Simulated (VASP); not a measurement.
# Zn3Cu (Cmmm) in VASP: notebook

Zn3Cu is run at these levels: PBEsol; tasks: single point.

Everything below comes from runs of VASP 6.6.1. Logs are shortened: lines on timing, memory, paths and dates and some standing lists are left out, and cuts for length are marked.

**1. The cell of the first run**

It takes space group Cmmm (No. 65, orthorhombic). Conventional cell: a = 3.030 Å, b = 4.333 Å, c = 8.541 Å, α = 90.00°, β = 90.00°, γ = 90.00°. Within 3.3 Å of Zn (site symmetry mm2) lie 4 Cu at 2.52 to 2.96 Å and 10 Zn at 2.64 to 3.13 Å. Within 3.5 Å of Zn (site symmetry mmm) lie 14 Zn at 2.64 to 3.13 Å. Within 3.3 Å of Cu (site symmetry mmm) lie 8 Zn at 2.52 to 2.96 Å and 6 Cu at 2.64 to 3.03 Å.

**2. Single point, PBEsol**

INCAR

```
SYSTEM = Zn3Cu
PREC     = Accurate       ! precision mode
ENCUT    = 520            ! plane-wave cutoff, eV
EDIFF    = 1E-6           ! SCF threshold, eV
ISMEAR   = 0              ! smearing method
SIGMA    = 0.1            ! smearing width, eV
LREAL    = .FALSE.        ! projectors in reciprocal space
LASPH    = .TRUE.         ! aspherical terms in the spheres
NELM     = 100            ! most SCF steps
ALGO     = Normal         ! electronic algorithm
ISIF     = 2              ! what is computed and relaxed
LWAVE    = .FALSE.        ! write WAVECAR
LCHARG   = .FALSE.        ! write CHGCAR
GGA      = PS             ! functional
NBANDS   = 32             ! bands
```

KPOINTS

```
Automatic mesh
0
G
  16 16 6
  0 0 0
```

POSCAR

```
Zn3Cu
1.0
    1.5150060000     -2.1665900000      0.0000000000
    1.5150060000      2.1665900000      0.0000000000
    0.0000000000      0.0000000000      8.5410380000
Zn Cu
3 1
Direct
    0.5000000000      0.5000000000      0.7636800000
    0.0000000000      0.0000000000      0.5000000000
    0.5000000000      0.5000000000      0.2363200000
    0.0000000000      0.0000000000      0.0000000000
```

Potentials or basis: VASP PAW PBE potentials, release 64 (Zn, Cu).

The run is started by

```console
$ cat potpaw_PBE.64/Zn/POTCAR potpaw_PBE.64/Cu/POTCAR > POTCAR
$ mpirun -np 1 vasp_std > vasp.out
```

OUTCAR:

```text
SYSTEM = Zn3Cu
   PREC = Accurate
   ENCUT = 520
   EDIFF = 1E-6
   ISMEAR = 0
   LREAL = .FALSE.
   LASPH = .TRUE.
   NELM = 100
   ISIF = 2
   GGA = PS

 ion  position               nearest neighbor table
   1  0.500  0.500  0.764-   4 2.52   4 2.52   2 2.71   2 2.71
   2  0.000  0.000  0.500-   1 2.71   3 2.71   1 2.71   3 2.71
   3  0.500  0.500  0.236-   4 2.52   4 2.52   2 2.71   2 2.71
   4  0.000  0.000  0.000-   1 2.52   3 2.52   1 2.52   3 2.52

  LATTYP: Found a base centered orthorhombic cell.
 ALAT       =     3.0300120000
 B/A-ratio  =     1.4300867455
 C/A-ratio  =     2.8188132588

  Lattice vectors:

 A1 = (   1.5150060000,  -2.1665900000,   0.0000000000)
 A2 = (   1.5150060000,   2.1665900000,   0.0000000000)
 A3 = (   0.0000000000,   0.0000000000,   8.5410380000)

Analysis of symmetry for initial positions (statically):
=====================================================================
 Subroutine PRICEL returns:
 Original cell was already a primitive cell.

 Routine SETGRP: Setting up the symmetry group for a
 base centered orthorhombic supercell.

 Subroutine GETGRP returns: Found  8 space group operations
 (whereof  8 operations were pure point group operations)
 out of a pool of  8 trial point group operations.

The static configuration has the point symmetry D_2h.

Analysis of symmetry for dynamics (positions and initial velocities):
=====================================================================
 Subroutine PRICEL returns:
 Original cell was already a primitive cell.

 Routine SETGRP: Setting up the symmetry group for a
 base centered orthorhombic supercell.

 Subroutine GETGRP returns: Found  8 space group operations
 (whereof  8 operations were pure point group operations)
 out of a pool of  8 trial point group operations.

The dynamic configuration has the point symmetry D_2h.

 Subroutine INISYM returns: Found  8 space group operations
 (whereof  8 operations are pure point group operations),
 and found     1 'primitive' translations

----------------------------------------------------------------------------------------

                                     Primitive cell

  volume of cell :      56.0702

[... 82 lines left out ...]
 SYSTEM =  Zn3Cu
   PREC   = accura    normal or accurate (medium, high low for compatibility)
   ISTART =      0    job   : 0-new  1-cont  2-samecut
   ICHARG =      2    charge: 1-file 2-atom 10-const
   ISPIN  =      1    spin polarized calculation?
   LNONCOLLINEAR =      F non collinear calculations
   LSORBIT =      F    spin-orbit coupling
   LASPH  =      T    aspherical Exc in radial PAW
   ENCUT  =  520.0 eV  38.22 Ry    6.18 a.u.   4.92  4.92 15.88*2*pi/ulx,y,z
   NELM   =    100;   NELMIN=  2; NELMDL= -5     # of ELM steps
   EDIFF  = 0.1E-05   stopping-criterion for ELM
   LREAL  =      F    real-space projection
   EDIFFG = 0.1E-04   stopping-criterion for IOM
   NSW    =      0    number of steps for IOM
   IBRION =     -1    ionic relax: 0-MD 1-quasi-New 2-CG
   NFREE  =      0    steps in history (QN), initial steepest desc. (CG)
   ISIF   =      2    stress and relaxation
   ISYM   =      2    0-nonsym 1-usesym 2-fastsym
   POTIM  = 0.5000    time-step for ionic-motion
   TEBEG  =    0.0;   TEEND  =   0.0 temperature during run
   PSTRESS=    0.0 pullay stress
   NELECT =      47.0000    total number of electrons
   NUPDOWN=      -1.0000    fix difference up-down
   EMIN   =  10.00;   EMAX   =-10.00  energy-range for DOS
   EFERMI =   0.00;   METHOD = LEGACY
   ISMEAR =     0;   SIGMA  =   0.10  broadening in eV -4-tet -1-fermi 0-gaus
   EFERMI_NEDOS =   21; number of points for ismear=-14 and -15
   IALGO  =     38    algorithm
   IMIX   =      4    mixing-type and parameters
     AMIX     =   0.40;   BMIX     =  1.00
     AMIX_MAG =   1.60;   BMIX_MAG =  1.00
  volume/ion in A,a.u.               =      14.02        94.60
  Fermi-wavevector in a.u.,A,eV,Ry     =   1.543584  2.916950 32.417933  2.382651
  Thomas-Fermi vector in A             =   2.649226
   LORBIT       =      0    0 simple, 1 ext, 2 COOP (PROOUT), +10 PAW based schemes
   GGA     = PS    functional components
   LHFCALC =     F    Hartree Fock is set to
   AEXX    =    0.0000 exact exchange contribution
   IVDW    =     0    specifies the selected vdW correction
   LEPSILON=     F    determine dielectric tensor
   LRPA    =     F    only Hartree local field effects (RPA)
 non-spin polarized calculation
 Gauss-broadening in eV      SIGMA  =   0.10
  energy-cutoff  :      520.00
  volume of cell :       56.07
 maximum number of plane-waves:      1536
   NGX =  9   NGY =  9   NGZ = 31

 number of electron      47.0000061 magnetization

 Free energy of the ion-electron system (eV)
  ---------------------------------------------------
  ext. energy  EPLUGINS =         0.00000000
  ---------------------------------------------------
  free energy    TOTEN  =        -9.00854643 eV

  energy without entropy =       -9.00389366  energy(sigma->0) =       -9.00622004

 E-fermi :   4.1679     XC(G=0): -12.0986

 val. band max:        4.1667442114   @ k =   0.3750   0.3125   0.1667
 cond. band min:       4.1698522025   @ k =   0.5000   0.3750   0.1667
 fundamental gap:      0.0031079910
 Fermi energy:         4.1679471254

 k-point     1 :       0.0000    0.0000    0.0000
  band No.  band energies     occupation
      1      -6.4043      2.00000
      2      -4.8370      2.00000
      3      -4.5833      2.00000
      4      -3.9970      2.00000
      5      -3.8977      2.00000
      6      -3.8556      2.00000
[... 829 lines left out ...]
     31      19.0427      0.00000
     32      19.4999      0.00000

 [... further k-points ...]
[... 5 lines left out ...]
  --------------------------------------------------------------------------------------
  -------------------------------------------------------------------------------------
  Total       -1.7346758     -1.9584010     -2.0390822      0.0000000      0.0000000      0.0000000
  in kB      -49.5675176    -55.9603559    -58.2657830      0.0000000      0.0000000      0.0000000
  external PRESSURE =     -54.5978855 kB  Pullay stress =       0.0000000 kB

 VOLUME and BASIS-vectors are now :
 -----------------------------------------------------------------------------
  energy-cutoff  :      520.00
  volume of cell :       56.07
      direct lattice vectors                 reciprocal lattice vectors
     1.515006000 -2.166590000  0.000000000     0.330031696 -0.230777397  0.000000000
     1.515006000  2.166590000  0.000000000     0.330031696  0.230777397  0.000000000
     0.000000000  0.000000000  8.541038000     0.000000000  0.000000000  0.117081788

 POSITION                                       TOTAL-FORCE (eV/Angst)
 -----------------------------------------------------------------------------------
      1.51501      0.00000      6.52262         0.000000      0.000000     -0.000451
      0.00000      0.00000      4.27052        -0.000000      0.000000      0.000000
      1.51501      0.00000      2.01842        -0.000000      0.000000      0.000451
      0.00000      0.00000      0.00000         0.000000     -0.000000      0.000000
 -----------------------------------------------------------------------------------
    total drift:                               -0.000000      0.000000      0.000000

  FREE ENERGIE OF THE ION-ELECTRON SYSTEM (eV)
  ---------------------------------------------------
  free  energy   TOTEN  =        -9.0085464318 eV

  energy  without entropy=       -9.0038936557  energy(sigma->0) =       -9.00622004
```

stdout:

```text
POSCAR found type information on POSCAR ZnCu
 POSCAR found :  2 types and       4 ions
 scaLAPACK will be used
 -----------------------------------------------------------------------------
|                                                                             |
|                                                                             |
|     You enforced a specific xc type in the INCAR file but a different       |
|     I HOPE YOU KNOW WHAT YOU ARE DOING!                                     |
|                                                                             |
 -----------------------------------------------------------------------------

 LDA part: xc-table for (Slater+PW92), standard interpolation
 POSCAR, INCAR and KPOINTS ok, starting setup
 FFT: planning ... GRIDC
 FFT: planning ... GRID_SOFT
 FFT: planning ... GRID
 WAVECAR not read
 entering main loop
```

Wall time 2.9 min (1 thread of Intel Xeon 6975P-C (Granite Rapids), shared host); peak memory 0.51 GiB.

Results:

```
Free energy : -9.0085 eV
Pressure    : -5.5 GPa
```

Caveat: the PAW data sets were made with another functional, which shifts forces and pressure a little.

(Continued in part 2 of 2.)
